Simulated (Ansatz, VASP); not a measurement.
## One calculation of Sn3Se, two programs

INCAR

```
PREC = Accurate
ENCUT = 520
EDIFF = 1E-6
ISMEAR = -1
SIGMA = 0.03
LREAL = False
LASPH = True
NELM = 100
ALGO = Normal
ISIF = 2
LWAVE = False
LCHARG = False
GGA = PS
NBANDS = 32
```

The input KPOINTS:

```
regular mesh
0
Gamma
  4 4 4
```

POSCAR

```
Sn3Se
1.0
    4.7418790000      0.0000000000      0.0000000000
    0.0000000000      4.7418790000      0.0000000000
    0.0000000000      0.0000000000      4.7418790000
Sn Se
3 1
Direct
    0.5000000000      0.5000000000      0.0000000000
    0.5000000000      0.0000000000      0.5000000000
    0.0000000000      0.5000000000      0.5000000000
    0.0000000000      0.0000000000      0.0000000000
```

Contents of input.yaml:

```yaml
crystal:
  lattice:
    - [4.741879, 0.0, 0.0]
    - [0.0, 4.741879, 0.0]
    - [0.0, 0.0, 4.741879]
  atoms:
    - { symbol: Sn, position: [0.5, 0.5, 0.0] }
    - { symbol: Sn, position: [0.5, 0.0, 0.5] }
    - { symbol: Sn, position: [0.0, 0.5, 0.5] }
    - { symbol: Se, position: [0.0, 0.0, 0.0] }
kpoints:
  mp_grid: { grid: [4, 4, 4] }
scf:
  occupations: { method: fermi_dirac, width: 0.03 }
hamiltonian:
  xc: pbesol
  pseudopotentials: { kind: all_electron, lapw: { basis_error: 0.002 } }
output:
  forces: true
  stress: true
  eigenvalues: true
```

Alike in both runs: task single point; functional PBEsol; k mesh 4 × 4 × 4; occupations fermi-dirac, width 0.03 eV; no spin polarisation.

|  | VASP | Ansatz |
| --- | --- | --- |
| version | VASP 6.6.1 | Ansatz 0.2.0 |
| potentials or method | VASP PAW PBE potentials, release 64 (Sn_d, Se), cutoff 520 eV | all-electron LAPW, scalar-relativistic |

```csv
,VASP,Ansatz,Ansatz less VASP
gap on the k mesh at the Fermi level (eV),none,none,-
pressure (GPa),-2.7,-2.7,+0.01
```

VASP's potentials were made for PBE, not for PBEsol. A gap of «none» marks a metal or a gap that the smearing closes. Ansatz ran all-electron here, and VASP with PAW potentials.

Noted on Ansatz's run: the k mesh is thin for a metal, which can move the energy by tens of meV per atom.
